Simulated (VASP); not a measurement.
# MgSe (Fm-3m) in VASP: single point with PBE

Aim: the single point of MgSe with PBE.

Everything below comes from runs of VASP 6.6.1. Logs are shortened: lines on timing, memory, paths and dates and some standing lists are left out, and cuts for length are marked.

## Step 1: The cell of the first run

The structure is cubic, space group Fm-3m (No. 225). The conventional cell has a = 5.679 Å, b = 5.679 Å, c = 5.679 Å, α = 90.00°, β = 90.00°, γ = 90.00°. Within 3.7 Å of Mg (site symmetry m-3m) lie 6 Se at 2.84 Å. Within 3.7 Å of Se (site symmetry m-3m) lie 6 Mg at 2.84 Å.

## Step 2: Single point, PBE (Te replaced by Se, lengths x 0.961, strained)

Contents of INCAR:

```
PREC = Accurate
ENCUT = 600
EDIFF = 1E-6
ISMEAR = 0
SIGMA = 0.02
LREAL = False
LASPH = True
NELM = 120
ALGO = Normal
ISIF = 2
LWAVE = False
LCHARG = False
GGA = PE
NBANDS = 11
GGA_COMPAT = False
```

Contents of KPOINTS:

```
regular mesh
0
Gamma
  8 8 8
```

Contents of POSCAR:

```
MgSe
1.0
    0.0000000000      2.8397050044      2.8397050044
    2.8397050044      0.0000000000      2.8397050044
    2.8397050044      2.8397050044      0.0000000000
Mg Se
1 1
Direct
    0.0000000000      0.0000000000      0.0000000000
    0.5000000000      0.5000000000      0.5000000000
```

Potentials or basis: VASP PAW PBE potentials, release 64 (Mg, Se).

The run is started by

```console
$ cat potpaw_PBE.64/Mg/POTCAR potpaw_PBE.64/Se/POTCAR > POTCAR
$ mpirun -np 1 vasp_std > vasp.out
```

OUTCAR:

```text
PREC = Accurate
   ENCUT = 600
   EDIFF = 1E-6
   ISMEAR = 0
   LREAL = False
   LASPH = True
   NELM = 120
   ISIF = 2
   GGA = PE

 ion  position               nearest neighbor table
   1  0.000  0.000  0.000-   2 2.84   2 2.84   2 2.84   2 2.84   2 2.84   2 2.84
   2  0.500  0.500  0.500-   1 2.84   1 2.84   1 2.84   1 2.84   1 2.84   1 2.84

  LATTYP: Found a face centered cubic cell.
 ALAT       =     5.6794100088

  Lattice vectors:

 A1 = (   0.0000000000,   2.8397050044,   2.8397050044)
 A2 = (   2.8397050044,   0.0000000000,   2.8397050044)
 A3 = (   2.8397050044,   2.8397050044,   0.0000000000)

Analysis of symmetry for initial positions (statically):
=====================================================================
 Subroutine PRICEL returns:
 Original cell was already a primitive cell.

 Routine SETGRP: Setting up the symmetry group for a
 face centered cubic supercell.

 Subroutine GETGRP returns: Found 48 space group operations
 (whereof 48 operations were pure point group operations)
 out of a pool of 48 trial point group operations.

The static configuration has the point symmetry O_h .

Analysis of symmetry for dynamics (positions and initial velocities):
=====================================================================
 Subroutine PRICEL returns:
 Original cell was already a primitive cell.

 Routine SETGRP: Setting up the symmetry group for a
 face centered cubic supercell.

 Subroutine GETGRP returns: Found 48 space group operations
 (whereof 48 operations were pure point group operations)
 out of a pool of 48 trial point group operations.

The dynamic configuration has the point symmetry O_h .

 Subroutine INISYM returns: Found 48 space group operations
 (whereof 48 operations are pure point group operations),
 and found     1 'primitive' translations

----------------------------------------------------------------------------------------

                                     Primitive cell

  volume of cell :      45.7983

  direct lattice vectors                    reciprocal lattice vectors
     0.000000000  2.839705004  2.839705004    -0.176074627  0.176074627  0.176074627
     2.839705004  0.000000000  2.839705004     0.176074627 -0.176074627  0.176074627
     2.839705004  2.839705004  0.000000000     0.176074627  0.176074627 -0.176074627

  length of vectors
     4.015949330  4.015949330  4.015949330     0.304970200  0.304970200  0.304970200

  position of ions in fractional coordinates (direct lattice)
     0.000000000  0.000000000  0.000000000
     0.500000000  0.500000000  0.500000000

  ion indices of the primitive-cell ions
   primitive index   ion index
                 1           1
                 2           2

[... 84 lines left out ...]
   EMIN   =  10.00;   EMAX   =-10.00  energy-range for DOS
   EFERMI =   0.00;   METHOD = LEGACY
   ISMEAR =     0;   SIGMA  =   0.02  broadening in eV -4-tet -1-fermi 0-gaus
   EFERMI_NEDOS =   21; number of points for ismear=-14 and -15
   IALGO  =     38    algorithm
   IMIX   =      4    mixing-type and parameters
     AMIX     =   0.40;   BMIX     =  1.00
     AMIX_MAG =   1.60;   BMIX_MAG =  1.00
  volume/ion in A,a.u.               =      22.90       154.53
  Fermi-wavevector in a.u.,A,eV,Ry     =   0.915142  1.729367 11.394662  0.837484
  Thomas-Fermi vector in A             =   2.039849
   LORBIT       =      0    0 simple, 1 ext, 2 COOP (PROOUT), +10 PAW based schemes
   GGA     = PE    functional components
   LHFCALC =     F    Hartree Fock is set to
   AEXX    =    0.0000 exact exchange contribution
   IVDW    =     0    specifies the selected vdW correction
   LEPSILON=     F    determine dielectric tensor
   LRPA    =     F    only Hartree local field effects (RPA)
 non-spin polarized calculation
 Gauss-broadening in eV      SIGMA  =   0.02
  energy-cutoff  :      600.00
  volume of cell :       45.80
 maximum number of plane-waves:      1543
   NGX = 17   NGY = 17   NGZ = 17

 number of electron       7.9999999 magnetization

 Free energy of the ion-electron system (eV)
  ---------------------------------------------------
  ext. energy  EPLUGINS =         0.00000000
  ---------------------------------------------------
  free energy    TOTEN  =        -7.42499367 eV

  energy without entropy =       -7.42499367  energy(sigma->0) =       -7.42499367

 E-fermi :   2.3855     XC(G=0):  -9.0018

 val. band max:        2.2540539144   @ k =   0.0000   0.0000   0.0000
 cond. band min:       3.8437807755   @ k =   0.5000   0.5000   0.0000
 fundamental gap:      1.5897268611
 Fermi energy:         2.3855382237

 k-point     1 :       0.0000    0.0000    0.0000
  band No.  band energies     occupation
      1     -10.0690      2.00000
      2       2.2541      2.00000
      3       2.2541      2.00000
      4       2.2541      2.00000
      5       4.0921      0.00000
      6       9.6860      0.00000
      7       9.6860      0.00000
      8       9.6860      0.00000
      9      11.9906      0.00000
     10      11.9906      0.00000
     11      12.6723      0.00000
[... 309 lines left out ...]
 k-point    24 :      -0.3750    0.2500    0.1250
  band No.  band energies     occupation
      1      -9.0896      2.00000
      2      -1.5932      2.00000
      3       0.3891      2.00000
      4       1.2561      2.00000
      5       6.6723      0.00000
      6       7.4154      0.00000
      7       9.5849      0.00000
      8      10.7070      0.00000
      9      12.8401      0.00000
     10      13.1786      0.00000
     11      15.7208      0.00000

 [... further k-points ...]

------------------------ aborting loop because EDIFF is reached ----------------------------------------

  FORCE on cell =-STRESS in cart. coord.  units (eV):
  Direction    XX          YY          ZZ          XY          YZ          ZX
  --------------------------------------------------------------------------------------
  -------------------------------------------------------------------------------------
  Total       -1.3499492     -1.3499492     -1.3499492      0.0000000      0.0000000      0.0000000
  in kB      -47.2256921    -47.2256921    -47.2256921      0.0000000      0.0000000      0.0000000
  external PRESSURE =     -47.2256921 kB  Pullay stress =       0.0000000 kB

 VOLUME and BASIS-vectors are now :
 -----------------------------------------------------------------------------
  energy-cutoff  :      600.00
  volume of cell :       45.80
      direct lattice vectors                 reciprocal lattice vectors
     0.000000000  2.839705004  2.839705004    -0.176074627  0.176074627  0.176074627
     2.839705004  0.000000000  2.839705004     0.176074627 -0.176074627  0.176074627
     2.839705004  2.839705004  0.000000000     0.176074627  0.176074627 -0.176074627

 POSITION                                       TOTAL-FORCE (eV/Angst)
 -----------------------------------------------------------------------------------
      0.00000      0.00000      0.00000        -0.000000      0.000000      0.000000
      2.83971      2.83971      2.83971         0.000000     -0.000000     -0.000000
 -----------------------------------------------------------------------------------
    total drift:                               -0.000000     -0.000000      0.000000

  FREE ENERGIE OF THE ION-ELECTRON SYSTEM (eV)
  ---------------------------------------------------
  free  energy   TOTEN  =        -7.4249936734 eV

  energy  without entropy=       -7.4249936734  energy(sigma->0) =       -7.42499367
```

stdout:

```text
POSCAR found type information on POSCAR MgSe
 POSCAR found :  2 types and       2 ions
 scaLAPACK will be used
 LDA part: xc-table for (Slater+PW92), standard interpolation
 POSCAR, INCAR and KPOINTS ok, starting setup
 FFT: planning ... GRIDC
 FFT: planning ... GRID_SOFT
 FFT: planning ... GRID
 WAVECAR not read
 entering main loop
```

Run time: 17 s. Hardware: 1 thread of Intel Xeon Platinum 8375C at 2.90GHz (Ice Lake), shared host; peak memory 0.17 GiB.

What came out:

* Free energy: -7.4250 eV
* Pressure: -4.7 GPa
* Band gap on the k mesh: 1.59 eV (least direct gap 1.84 eV)

Caveat: the cell differs from its parent crystal (Te replaced by Se, lengths x 0.961, strained); the cell stands under tension.
